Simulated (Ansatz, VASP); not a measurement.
**Co: VASP beside Ansatz**

The input INCAR:

```
ALGO = Normal ; EDIFF = 1E-8
ENCUT = 520 ; GGA = PE
ISIF = 2 ; ISMEAR = -1
ISPIN = 2 ; LASPH = T
LCHARG = F ; LEFG = T
LMAXMIX = 4 ; LORBIT = 11
LREAL = F ; LWAVE = F
MAGMOM = 2 2 ; NBANDS = 20
NELM = 150 ; PREC = Accurate
SIGMA = 0.05
```

The input KPOINTS:

```
k-points
0
Gamma
  17 17 9
```

POSCAR

```
Co
1.0
    2.4448853601      0.0000000000      0.0000000000
   -1.2224426800      2.1173328312      0.0000000000
    0.0000000000      0.0000000000      3.9501504872
Co
2
Direct
    0.3333333333      0.6666666667      0.2500000000
    0.6666666667      0.3333333333      0.7500000000
```

Input for Ansatz:

```yaml
crystal:
  lattice:
    - [2.4448853601, 0.0, 0.0]
    - [-1.22244268, 2.1173328312, 0.0]
    - [0.0, 0.0, 3.9501504872]
  atoms:
    - { symbol: Co, position: [0.3333333333, 0.6666666667, 0.25], spin: 2.0 }
    - { symbol: Co, position: [0.6666666667, 0.3333333333, 0.75], spin: 2.0 }
magnetization:
  spin_polarized: true
kpoints:
  mp_grid: { grid: [17, 17, 9] }
scf:
  occupations: { method: fermi_dirac, width: 0.05 }
hamiltonian:
  xc: pbe
  pseudopotentials: { kind: paw }
output:
  forces: true
  stress: true
  eigenvalues: true
  efg: { contact_densities: true }
```

Change from the starting cell: volume scaled by 0.9405, PAW files.

Alike in both runs: task electric field gradients; functional PBE; k mesh 17 × 17 × 9; occupations fermi-dirac, width 0.05 eV; collinear spin.

```csv
,VASP,Ansatz
version,VASP 6.6.1,Ansatz 0.2.0
potentials or method,"VASP PAW PBE potentials, release 64 (Co)","PAW with Ansatz's default frozen-core files, scalar-relativistic"
plane-wave cutoff (eV),520,420
valence electrons in the cell,18,34
```

Ansatz gave:

* pressure (GPa): 15.0
* traceless stress, the component that is largest in VASP (GPa): -0.09
* net moment per atom (μB): 1.57
* size of the moment on the site where the two differ most (μB): 1.64
* size of Vzz on the site where it differs most (V/Å²): 3.1

Question: Estimate VASP's values.

Answer: Pressure (GPa): 13.9; traceless stress, the component that is largest in VASP (GPa): -0.14; net moment per atom (μB): 1.57; size of the moment on the site where the two differ most (μB): 1.58; size of Vzz on the site where it differs most (V/Å²): 4.0.

Site moments also hang on the region over which each program counts them. With one functional, cell and mesh, what is left measures potentials, basis and numerics. VASP's potentials hold 18 valence electrons a cell and Ansatz's 34, so a difference there can come from the potentials and not from the codes.
